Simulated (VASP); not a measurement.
A run of VASP 6.6.1 is set up as follows.

The input INCAR:

```
SYSTEM = Cd
  ALGO = Fast
  EDIFF = 1E-6
  EDIFFG = -0.001
  ENCUT = 600
  GGA = PS
  IBRION = 2
  ISIF = 3
  ISMEAR = -1
  LASPH = .True.
  LCHARG = .False.
  LREAL = .False.
  LWAVE = .False.
  NELM = 60
  NSW = 80
  PREC = Accurate
  SIGMA = 0.15
```

The input KPOINTS:

```
k-points
0
Gamma
  18 18 8
  0 0 0
```

POSCAR

```
Cd
1.0
    2.9442122161      0.0000000000      0.0000000000
   -1.4721061080      2.5497625733      0.0000000000
    0.0000000000      0.0000000000      5.6103195833
Cd
2
Direct
    0.3333333333      0.6666666667      0.2500000000
    0.6666666667      0.3333333333      0.7500000000
```

Potentials or basis: VASP PAW PBE potentials, release 64 (Cd).

Command:

```bash
$ cat potpaw_PBE.64/Cd/POTCAR > POTCAR
$ mpirun -np 1 vasp_std > vasp.out
```

Problem. Estimate the space group after relaxing (to 0.1 Å).

Solution. P6_3/mmc (No. 194).

Problem. Predict the relaxed cell.

Solution. a = 2.971 Å, b = 2.971 Å, c = 5.513 Å, α = 90.00°, β = 90.00°, γ = 120.00°.

Problem. What does it give for the band gap on the k mesh?

Solution. Zero (bands 12 and 13 overlap by 4.27 eV).

Problem. Estimate the relaxed volume.

Solution. 21.07 Å³/atom.

Final structure:
```
CELL_PARAMETERS angstrom
2.97096 0.00000 0.00000
-1.48548 2.57293 0.00000
0.00000 0.00000 5.51254
ATOMIC_POSITIONS crystal
Cd 0.33333 0.66667 0.25000
Cd 0.66667 0.33333 0.75000
```

Caveat: the PAW data sets were made with another functional, which shifts forces and pressure a little.
